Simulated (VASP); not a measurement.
# Zn in VASP: further runs, part 2 of 2

VASP 6.6.1. Earlier steps stand in the parts before.

### 4 Single point, PBEsol (volume scaled by 0.94)

The input, INCAR:

```
SYSTEM = Zn
ALGO     = Normal         ! electronic algorithm
EDIFF    = 1E-7           ! SCF threshold, eV
ENCUT    = 520            ! plane-wave cutoff, eV
GGA      = PS             ! functional
ISIF     = 2              ! what is computed and relaxed
ISMEAR   = -1             ! smearing method
LASPH    = .True.         ! aspherical terms in the spheres
LCHARG   = .False.        ! write CHGCAR
LREAL    = .False.        ! projectors in reciprocal space
LWAVE    = .False.        ! write WAVECAR
NBANDS   = 12             ! bands
NELM     = 100            ! most SCF steps
PREC     = Accurate       ! precision mode
SIGMA    = 0.05           ! smearing width, eV
```

The input, KPOINTS:

```
k-points
0
Gamma
  12 12 12
  0 0 0
```

The input, POSCAR:

```
Zn
1.0
    0.0000000000      1.9246672763      1.9246672763
    1.9246672763      0.0000000000      1.9246672763
    1.9246672763      1.9246672763      0.0000000000
Zn
1
Direct
    0.0000000000      0.0000000000      0.0000000000
```

Potentials or basis: VASP PAW PBE potentials, release 64 (Zn).

The run is started by

```console
$ cat potpaw_PBE.64/Zn/POTCAR > POTCAR
$ mpirun -np 1 vasp_std > vasp.out
```

OUTCAR:

```text
SYSTEM = Zn
   EDIFF = 1E-7
   ENCUT = 520
   GGA = PS
   ISIF = 2
   ISMEAR = -1
   LASPH = .True.
   LREAL = .False.
   NELM = 100
   PREC = Accurate

 ion  position               nearest neighbor table
   1  0.000  0.000  0.000-

  LATTYP: Found a face centered cubic cell.
 ALAT       =     3.8493345526

  Lattice vectors:

 A1 = (   0.0000000000,   1.9246672763,   1.9246672763)
 A2 = (   1.9246672763,   0.0000000000,   1.9246672763)
 A3 = (   1.9246672763,   1.9246672763,   0.0000000000)

Analysis of symmetry for initial positions (statically):
=====================================================================
 Subroutine PRICEL returns:
 Original cell was already a primitive cell.

 Routine SETGRP: Setting up the symmetry group for a
 face centered cubic supercell.

 Subroutine GETGRP returns: Found 48 space group operations
 (whereof 48 operations were pure point group operations)
 out of a pool of 48 trial point group operations.

The static configuration has the point symmetry O_h .

Analysis of symmetry for dynamics (positions and initial velocities):
=====================================================================
 Subroutine PRICEL returns:
 Original cell was already a primitive cell.

 Routine SETGRP: Setting up the symmetry group for a
 face centered cubic supercell.

 Subroutine GETGRP returns: Found 48 space group operations
 (whereof 48 operations were pure point group operations)
 out of a pool of 48 trial point group operations.

The dynamic configuration has the point symmetry O_h .

 Subroutine INISYM returns: Found 48 space group operations
 (whereof 48 operations are pure point group operations),
 and found     1 'primitive' translations

----------------------------------------------------------------------------------------

                                     Primitive cell

  volume of cell :      14.2593

  direct lattice vectors                    reciprocal lattice vectors
     0.000000000  1.924667276  1.924667276    -0.259785162  0.259785162  0.259785162
     1.924667276  0.000000000  1.924667276     0.259785162 -0.259785162  0.259785162
     1.924667276  1.924667276  0.000000000     0.259785162  0.259785162 -0.259785162

  length of vectors
     2.721890565  2.721890565  2.721890565     0.449961099  0.449961099  0.449961099

  position of ions in fractional coordinates (direct lattice)
     0.000000000  0.000000000  0.000000000

  ion indices of the primitive-cell ions
   primitive index   ion index
                 1           1

----------------------------------------------------------------------------------------

 KPOINTS: k-points

Automatic generation of k-mesh.
 Grid dimensions read from file:
 generate k-points for:   12   12   12

 Generating k-lattice:

  Cartesian coordinates                     Fractional coordinates (reciprocal lattice)
    -0.021648763  0.021648763  0.021648763     0.083333333  0.000000000  0.000000000
     0.021648763 -0.021648763  0.021648763     0.000000000  0.083333333  0.000000000
     0.021648763  0.021648763 -0.021648763     0.000000000  0.000000000  0.083333333

  Length of vectors
     0.037496758  0.037496758  0.037496758

  Shift w.r.t. Gamma in fractional coordinates (k-lattice)
     0.000000000  0.000000000  0.000000000

 Subroutine IBZKPT returns following result:
 ===========================================

 Found     72 irreducible k-points:

 Following reciprocal coordinates:
            Coordinates               Weight
  0.000000  0.000000  0.000000      1.000000
  0.083333  0.000000  0.000000      8.000000
  0.166667  0.000000  0.000000      8.000000
  0.250000  0.000000  0.000000      8.000000
  0.333333  0.000000  0.000000      8.000000
  0.416667  0.000000  0.000000      8.000000
[... 16 lines left out ...]
  0.500000  0.166667  0.000000     24.000000
 -0.416667  0.166667  0.000000     24.000000
 [... further k-points ...]
   k-points           NKPTS =     72   k-points in BZ     NKDIM =     72   number of bands    NBANDS=     12
   number of dos      NEDOS =    301   number of ions     NIONS =      1
   total plane-waves  NPLWV =   8000
   dimension x,y,z NGX =    20 NGY =   20 NGZ =   20
   dimension x,y,z NGXF=    40 NGYF=   40 NGZF=   40
   ions per type =               1
   NGX,Y,Z   is equivalent  to a cutoff of  12.22, 12.22, 12.22 a.u.
   NGXF,Y,Z  is equivalent  to a cutoff of  24.43, 24.43, 24.43 a.u.
 SYSTEM =  Zn
   PREC   = accura    normal or accurate (medium, high low for compatibility)
   ISTART =      0    job   : 0-new  1-cont  2-samecut
   ICHARG =      2    charge: 1-file 2-atom 10-const
   ISPIN  =      1    spin polarized calculation?
   LNONCOLLINEAR =      F non collinear calculations
   LSORBIT =      F    spin-orbit coupling
   LASPH  =      T    aspherical Exc in radial PAW
   ENCUT  =  520.0 eV  38.22 Ry    6.18 a.u.   5.06  5.06  5.06*2*pi/ulx,y,z
   NELM   =    100;   NELMIN=  2; NELMDL= -5     # of ELM steps
   EDIFF  = 0.1E-06   stopping-criterion for ELM
   LREAL  =      F    real-space projection
   EDIFFG = 0.1E-05   stopping-criterion for IOM
   NSW    =      0    number of steps for IOM
   IBRION =     -1    ionic relax: 0-MD 1-quasi-New 2-CG
   NFREE  =      0    steps in history (QN), initial steepest desc. (CG)
   ISIF   =      2    stress and relaxation
   ISYM   =      2    0-nonsym 1-usesym 2-fastsym
   POTIM  = 0.5000    time-step for ionic-motion
   TEBEG  =    0.0;   TEEND  =   0.0 temperature during run
   PSTRESS=    0.0 pullay stress
   NELECT =      12.0000    total number of electrons
   NUPDOWN=      -1.0000    fix difference up-down
   EMIN   =  10.00;   EMAX   =-10.00  energy-range for DOS
   EFERMI =   0.00;   METHOD = LEGACY
   ISMEAR =    -1;   SIGMA  =   0.05  broadening in eV -4-tet -1-fermi 0-gaus
   EFERMI_NEDOS =   21; number of points for ismear=-14 and -15
   IALGO  =     38    algorithm
   IMIX   =      4    mixing-type and parameters
     AMIX     =   0.40;   BMIX     =  1.00
     AMIX_MAG =   1.60;   BMIX_MAG =  1.00
  volume/ion in A,a.u.               =      14.26        96.23
  Fermi-wavevector in a.u.,A,eV,Ry     =   1.545621  2.920800 32.503547  2.388943
  Thomas-Fermi vector in A             =   2.650973
   LORBIT       =      0    0 simple, 1 ext, 2 COOP (PROOUT), +10 PAW based schemes
   GGA     = PS    functional components
[... 5 lines left out ...]
 non-spin polarized calculation
  energy-cutoff  :      520.00
  volume of cell :       14.26
 maximum number of plane-waves:       397
   NGX = 11   NGY = 11   NGZ = 11

 number of electron      12.0000006 magnetization

 Free energy of the ion-electron system (eV)
  ---------------------------------------------------
  ext. energy  EPLUGINS =         0.00000000
  ---------------------------------------------------
  free energy    TOTEN  =        -1.55299893 eV

  energy without entropy =       -1.55023092  energy(sigma->0) =       -1.55161492

 E-fermi :   3.3056     XC(G=0): -12.0554

 val. band max:        3.2778919291   @ k =  -0.3333   0.3333   0.1667
 cond. band min:       3.4012173969   @ k =  -0.4167   0.0833   0.0000
 fundamental gap:      0.1233254678
 Fermi energy:         3.3055797673

 k-point     1 :       0.0000    0.0000    0.0000
  band No.  band energies     occupation
      1      -7.5153      2.00000
      2      -4.4029      2.00000
      3      -4.4029      2.00000
      4      -4.4029      2.00000
      5      -3.9721      2.00000
      6      -3.9721      2.00000
      7      22.4794      0.00000
      8      22.4794      0.00000
      9      22.4794      0.00000
     10      22.7488      0.00000
     11      25.1783      0.00000
     12      25.1783      0.00000

 k-point     2 :       0.0833    0.0000    0.0000
  band No.  band energies     occupation
      1      -7.2970      2.00000
      2      -4.4223      2.00000
      3      -4.3769      2.00000
      4      -4.3769      2.00000
      5      -3.9793      2.00000
      6      -3.9793      2.00000
      7      19.1695      0.00000
      8      21.8179      0.00000
      9      21.8180      0.00000
     10      22.6044      0.00000
     11      26.2145      0.00000
     12      26.2145      0.00000
[... 316 lines left out ...]
 k-point    24 :      -0.4167    0.1667    0.0000
  band No.  band energies     occupation
      1      -4.9974      2.00000
      2      -4.5082      2.00000
      3      -4.2479      2.00000
      4      -4.0317      2.00000
      5      -3.7047      2.00000
      6       0.9230      2.00000
      7       3.0341      1.99127
      8      13.1508      0.00000
      9      16.9976      0.00000
     10      19.3186      0.00000
     11      26.6363      0.00000
     12      27.7803      0.00000

 [... further k-points ...]
[... 5 lines left out ...]
  --------------------------------------------------------------------------------------
  -------------------------------------------------------------------------------------
  Total       -0.0443574     -0.0443574     -0.0443574     -0.0000000      0.0000000      0.0000000
  in kB       -4.9840169     -4.9840169     -4.9840169     -0.0000000      0.0000000      0.0000000
  external PRESSURE =      -4.9840169 kB  Pullay stress =       0.0000000 kB

 VOLUME and BASIS-vectors are now :
 -----------------------------------------------------------------------------
  energy-cutoff  :      520.00
  volume of cell :       14.26
      direct lattice vectors                 reciprocal lattice vectors
     0.000000000  1.924667276  1.924667276    -0.259785162  0.259785162  0.259785162
     1.924667276  0.000000000  1.924667276     0.259785162 -0.259785162  0.259785162
     1.924667276  1.924667276  0.000000000     0.259785162  0.259785162 -0.259785162

 POSITION                                       TOTAL-FORCE (eV/Angst)
 -----------------------------------------------------------------------------------
      0.00000      0.00000      0.00000         0.000000      0.000000      0.000000
 -----------------------------------------------------------------------------------
    total drift:                               -0.000000     -0.000000     -0.000000

  FREE ENERGIE OF THE ION-ELECTRON SYSTEM (eV)
  ---------------------------------------------------
  free  energy   TOTEN  =        -1.5529989328 eV

  energy  without entropy=       -1.5502309162  energy(sigma->0) =       -1.55161492
```

It took 22 s on 1 thread of AMD EPYC 7R13, shared host; peak memory 0.1 GiB.

What came out:

| Quantity | Value |
| --- | --- |
| Free energy | -1.5530 eV |
| Pressure | -0.5 GPa |
| Band gap on the k mesh | zero (band 6 reaches 5.64 eV, above the bottom of band 7 at 2.08 eV) |

Levels at points of the mesh, in eV from the Fermi level:
| k point | band 3 | band 4 | band 5 | band 6 | band 7 | band 8 | band 9 | band 10 |
| --- | --- | --- | --- | --- | --- | --- | --- | --- |
| (0.00, 0.00, 0.00) | -7.71 | -7.71 | -7.28 | -7.28 | 19.17 | 19.17 | 19.17 | 19.44 |
| (0.50, 0.00, 0.00) | -7.71 | -6.96 | -6.96 | -3.13 | -1.22 | 16.02 | 16.02 | 17.93 |
| (0.50, 0.50, 0.00) | -6.97 | -6.88 | -6.88 | -1.12 | 2.01 | 8.78 | 8.78 | 12.55 |

Caveat: the PAW data sets were made with another functional, which shifts forces and pressure a little.

### 5 Single point, LDA (volume scaled by 0.96)

The input, INCAR:

```
  ALGO = Normal
  EDIFF = 1E-6
  ENCUT = 520
  GGA = CA
  ISIF = 2
  ISMEAR = -1
  LASPH = T
  LCHARG = F
  LREAL = F
  LWAVE = F
  NBANDS = 12
  NELM = 60
  PREC = Accurate
  SIGMA = 0.05
```

The input, KPOINTS:

```
k-points
0
Gamma
  12 12 12
```

The input, POSCAR:

```
Zn
1.0
    0.0000000000      1.9382217178      1.9382217178
    1.9382217178      0.0000000000      1.9382217178
    1.9382217178      1.9382217178      0.0000000000
Zn
1
Direct
    0.0000000000      0.0000000000      0.0000000000
```

Potentials or basis: VASP PAW LDA potentials, release 64 (Zn).

The run is started by

```console
$ cat potpaw_LDA.64/Zn/POTCAR > POTCAR
$ mpirun -np 1 vasp_std > vasp.out
```

It took 20 s on 1 thread of AMD EPYC 7R13, shared host; peak memory 0.09 GiB.

It converged, with:

| Quantity | Value |
| --- | --- |
| Free energy | -1.8227 eV |
| Pressure | -5.6 GPa |
| Band gap on the k mesh | zero (band 6 reaches 5.42 eV, above the bottom of band 7 at 1.78 eV) |

Levels at points of the mesh, in eV from the Fermi level:
| k point | band 4 | band 5 | band 6 | band 7 | band 8 | band 9 |
| --- | --- | --- | --- | --- | --- | --- |
| (0.00, 0.00, 0.00) | -7.75 | -7.34 | -7.34 | 18.75 | 18.75 | 18.75 |
| (0.50, 0.00, 0.00) | -7.03 | -7.03 | -2.99 | -1.31 | 15.63 | 15.63 |
| (0.50, 0.50, 0.00) | -6.96 | -6.96 | -1.04 | 1.89 | 8.62 | 8.62 |

### 6 The runs side by side

```tsv
level	potentials or basis	cell	gap on the mesh (eV)	pressure (GPa)
PBE	VASP PAW PBE potentials, release 64 (Zn)	a = 2.808, b = 2.780, c = 2.766 Å, angles 60.3, 58.7, 60.2°, 1 atom	none	0.3
LDA	VASP PAW LDA potentials, release 64 (Zn)	a = 2.722 Å, angles 60.0°, 1 atom	none	-4.2
PBEsol	VASP PAW PBE potentials, release 64 (Zn)	a = 2.722 Å, angles 60.0°, 1 atom	none	-0.5
LDA	VASP PAW LDA potentials, release 64 (Zn)	a = 2.741 Å, angles 60.0°, 1 atom	none	-5.6
```

Alike in all rows: task single point; no spin polarisation; k mesh 12 × 12 × 12; cutoff (eV) 520; smearing fermi-dirac 0.05 eV.

Caveats: the PAW data sets were made with another functional, which shifts forces and pressure a little (some runs).

Total energies depend on the potentials used, so only differences within one code and one set of settings carry meaning.
